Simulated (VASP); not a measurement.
Wanted: the native input for a VASP 6.6.1 run.

```
Task                   : single point
Functional             : LDA
Potentials or basis    : VASP PAW LDA potentials, release 64 (Nb_sv, H)
Cutoff                 : 520 eV
k mesh                 : 9 × 7 × 1
Occupations            : gaussian, width 0.1 eV
Spin                   : no spin polarisation
Dipole correction      : yes
Further INCAR settings : ALGO = Normal; EDIFF = 1e-07; NBANDS = 34
```

The structure of Nb4H lies in POSCAR:

```
Nb4H
1.0
    2.9270177669      0.0000000000      0.0000000000
    0.0000000000      4.1394282232      0.0000000000
    0.0000000000      0.0000000000     21.2576690685
Nb H
4 1
Direct
    0.5000000000      0.5000000000      0.1881673850
    0.0000000000      0.0000000000      0.2570135449
    0.5000000000      0.5000000000      0.3306382692
    0.0000000000      0.0000000000      0.3884559987
    0.0000000000      0.5000000000      0.5629812483
```

The input as run:

INCAR

```
  PREC = Accurate
  ENCUT = 520
  EDIFF = 1E-7
  ISMEAR = 0
  SIGMA = 0.1
  LREAL = False
  LASPH = True
  NELM = 80
  ALGO = Normal
  ISIF = 2
  LWAVE = False
  LCHARG = True
  LDIPOL = True
  IDIPOL = 3
  DIPOL = 0.5 0.5 0.345
  GGA = CA
  LELF = True
  LVHAR = True
  LVACPOTAV = True
  NBANDS = 34
```

KPOINTS

```
regular mesh
0
Gamma
  9 7 1
```

Potentials or basis: VASP PAW LDA potentials, release 64 (Nb_sv, H).

The run is started by

```sh
$ cat potpaw_LDA.64/Nb_sv/POTCAR potpaw_LDA.64/H/POTCAR > POTCAR
$ mpirun -np 1 vasp_std > vasp.out
```

It gave:

| Quantity | Value |
| --- | --- |
| Largest force | 1.461 eV/Å |

It took 2.9 min on 1 thread of Intel(R) Xeon(R) 6975P-C (Granite Rapids) (shared host), peak memory 0.34 GiB.
